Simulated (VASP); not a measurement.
Write the native input for VASP 6.6.1 that does the following.

* Task: single point
* Functional: PBE
* Potentials or basis: VASP PAW PBE potentials, release 64 (Cr_pv)
* Cutoff: 520 eV
* k mesh: 10 × 10 × 15
* Occupations: fermi-dirac, width 0.1 eV
* Spin: no spin polarisation
* Dipole correction: no
* Further INCAR settings: ALGO = Normal; EDIFF = 1e-07; NBANDS = 25

The structure of Cr lies in POSCAR:

```
Cr
1.0
    4.0571007839      0.0000000000      0.0000000000
   -2.0285503919      3.5135523446      0.0000000000
    0.0000000000      0.0000000000      2.1948794123
Cr
3
Direct
    1.0000000000      0.0000000000      0.0000000000
    0.3333333333      0.6666666667      0.5000000000
    0.6666666667      0.3333333333      0.5000000000
```

This isn't the form of Cr at room conditions, which is bcc.

One way to write it, as run:

INCAR

```
PREC = Accurate
ENCUT = 520
EDIFF = 1E-7
ISMEAR = -1
SIGMA = 0.1
LREAL = F
LASPH = T
NELM = 60
ALGO = Normal
ISIF = 2
LWAVE = F
LCHARG = F
GGA = PE
NBANDS = 25
```

KPOINTS

```
Automatic mesh
0
Gamma
  10 10 15
```

Potentials or basis: VASP PAW PBE potentials, release 64 (Cr_pv).

Launch:

```bash
$ cat potpaw_PBE.64/Cr_pv/POTCAR > POTCAR
$ mpirun -np 1 vasp_std > vasp.out
```

Results of the run:

* Pressure: 39.2 GPa
* Band gap on the k mesh: zero (bands 18 and 19 overlap by 1.14 eV)

Caveat: the cell stands under pressure; the run has no spin polarisation, though such a crystal can be magnetic.

Run time: 2.3 min on 1 thread of Intel Xeon 8259CL, with other jobs on the host, peak memory 0.19 GiB.
